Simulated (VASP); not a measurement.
Wanted: the native input for a VASP 6.6.1 run.

```
Task                   : single point
Functional             : PBE
Potentials or basis    : VASP PAW PBE potentials, release 64 (Zr_sv, In_d, Se)
Cutoff                 : 520 eV
k mesh                 : 10 × 10 × 4
Occupations            : gaussian, width 0.1 eV
Spin                   : no spin polarisation
Dipole correction      : no
Further INCAR settings : ALGO = Normal; EDIFF = 1e-07; NBANDS = 37
```

The structure of ZrIn2Se3 lies in POSCAR:

```
ZrIn2Se3
1.0
    3.5167237621      0.0000000000      0.0000000000
    0.0000000000      3.5167237621      0.0000000000
    0.0000000000      0.0000000000     11.2233576654
Zr In Se
1 2 3
Direct
    0.5000000000      0.5000000000      0.5000000000
    0.5000000000      0.5000000000      0.8394182911
    0.5000000000      0.5000000000      0.1605817089
    0.0000000000      0.0000000000      0.0000000000
    0.0000000000      0.0000000000      0.6352886021
    0.0000000000      0.0000000000      0.3647113979
```

The cell was built from a structure type or drawn by symmetry, and may not be a known phase.

These files were run (other wordings do the same):

INCAR

```
SYSTEM = ZrIn2Se3
ALGO = Normal ; EDIFF = 1E-7
ENCUT = 520 ; GGA = PE
ISIF = 2 ; ISMEAR = 0
LASPH = .True. ; LCHARG = .True.
LELF = .True. ; LREAL = .False.
LVHAR = .True. ; LWAVE = .False.
NBANDS = 37 ; NELM = 80
PREC = Accurate ; SIGMA = 0.1
```

KPOINTS

```
k-points
0
Gamma
  10 10 4
  0 0 0
```

Potentials or basis: VASP PAW PBE potentials, release 64 (Zr_sv, In_d, Se).

Command:

```sh
$ cat potpaw_PBE.64/Zr_sv/POTCAR potpaw_PBE.64/In_d/POTCAR potpaw_PBE.64/Se/POTCAR > POTCAR
$ mpirun -np 1 vasp_std > vasp.out
```

It gave:

| Quantity | Value |
| --- | --- |
| Pressure | 0.1 GPa |
| Largest force | 0.007 eV/Å |
| Band gap on the k mesh | zero (bands 28 and 29 overlap by 0.84 eV) |

Caveat: spin-orbit coupling is left out, which moves the levels of the heavy elements.

It took 11 min on 1 thread of Intel Xeon 8259CL, on a shared host, peak memory 0.45 GiB.
